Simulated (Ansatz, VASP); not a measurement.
## WC in VASP and in Ansatz

The input INCAR:

```
SYSTEM = WC
ALGO = Normal
EDIFF = 1E-6
ENCUT = 520
GGA = PS
ISIF = 2
ISMEAR = -1
LASPH = .True.
LCHARG = .True.
LELF = .True.
LREAL = .False.
LVHAR = .True.
LWAVE = .False.
NBANDS = 16
NELM = 80
PREC = Accurate
SIGMA = 0.05
```

KPOINTS

```
k-points
0
Gamma
  13 13 12
  0 0 0
```

The input POSCAR:

```
WC
1.0
    2.8412909150      0.0000000000      0.0000000000
   -1.4206454575      2.4606301120      0.0000000000
    0.0000000000      0.0000000000      2.7712491016
W C
1 1
Direct
    0.0000000000      0.0000000000      0.0000000000
    0.6666666667      0.3333333333      0.5000000000
```

Input for Ansatz:

```yaml
crystal:
  lattice:
    - [2.841290915, 0.0, 0.0]
    - [-1.4206454575, 2.460630112, 0.0]
    - [0.0, 0.0, 2.7712491016]
  atoms:
    - { symbol: W, position: [0.0, 0.0, 0.0] }
    - { symbol: C, position: [0.6666666667, 0.3333333333, 0.5] }
kpoints:
  mp_grid: { grid: [13, 13, 12] }
  band_path:
    path:
      - [0.0, 0.0, 0.0]
      - [0.5, 0.0, 0.0]
      - [0.3333333333, 0.3333333333, 0.0]
      - [0.0, 0.0, 0.0]
      - [0.0, 0.0, 0.5]
      - [0.5, 0.0, 0.5]
      - [0.3333333333, 0.3333333333, 0.5]
      - [0.0, 0.0, 0.5]
      - [0.5, 0.0, 0.5]
    npoints: 5
scf:
  occupations: { method: fermi_dirac, width: 0.05 }
hamiltonian:
  xc: pbesol
  pseudopotentials: { kind: all_electron, lapw: { basis_error: 0.001 } }
output:
  forces: true
  stress: true
  eigenvalues: true
```

Change from the starting cell: volume scaled by 0.94.

Alike in both runs: task single point; functional PBEsol; k mesh 13 × 13 × 12; occupations fermi-dirac, width 0.05 eV; no spin polarisation.

|  | VASP | Ansatz |
| --- | --- | --- |
| version | VASP 6.6.1 | Ansatz 0.2.0 |
| potentials or method | VASP PAW PBE potentials, release 64 (W_sv, C), cutoff 520 eV | all-electron LAPW, scalar-relativistic |

|  | VASP | Ansatz | Ansatz less VASP |
| --- | --- | --- | --- |
| pressure (GPa) | 29.5 | 27.7 | -1.79 |
| traceless stress, the component that is largest in VASP (GPa) | 2.83 | 2.52 | -0.318 |

VASP's potentials were made for PBE, not for PBEsol. Ansatz ran all-electron here, and VASP with PAW potentials.

Neither program's run includes spin-orbit coupling.
